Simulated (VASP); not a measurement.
Set up this calculation in VASP 6.6.1, as the native input.

```yaml
Task: single point
Functional: PBE
Dispersion: D3(BJ)
Potentials_or_basis: VASP PAW PBE potentials, release 64 (C)
Cutoff: 520 eV
k_mesh: 24 × 24 × 6
Occupations: gaussian, width 0.15 eV
Spin: no spin polarisation
Dipole_correction: no
Further_INCAR_settings: ALGO = Normal; EDIFF = 1e-07; NBANDS = 11
```

The structure of C lies in POSCAR:

```
C
1.0
    2.5928982582      0.0000000000      0.0000000000
   -1.2964491291      2.2455157610      0.0000000000
    0.0000000000      0.0000000000      7.6485546243
C
2
Direct
    0.3333333333      0.6666666667      0.0000000000
    0.6666666667      0.3333333333      0.0000000000
```

This cell differs from its parent crystal: ratio of the length along z to the lengths across it x 0.85, volume and fractional coordinates fixed.

The input as run:

INCAR

```
ALGO = Normal
EDIFF = 1E-7
ENCUT = 520
GGA = PE
ISIF = 2
ISMEAR = 0
IVDW = 12
LASPH = True
LCHARG = False
LREAL = False
LWAVE = False
NBANDS = 11
NELM = 100
PREC = Accurate
SIGMA = 0.15
```

KPOINTS

```
k-points
0
Gamma
  24 24 6
```

Potentials or basis: VASP PAW PBE potentials, release 64 (C).

Run with:

```bash
$ cat potpaw_PBE.64/C/POTCAR > POTCAR
$ mpirun -np 1 vasp_std > vasp.out
```

Results of the run:

* Pressure: -14.7 GPa
* Band gap on the k mesh: zero (filled and empty bands touch)
* Dispersion energy per atom: -0.086 eV

Caveat: pairwise dispersion overbinds metals, which lowers pressure and volume.

Wall time 54 s on 1 thread of Intel(R) Xeon(R) Platinum 8488C (Sapphire Rapids), with other jobs on the host, peak memory 0.23 GiB.
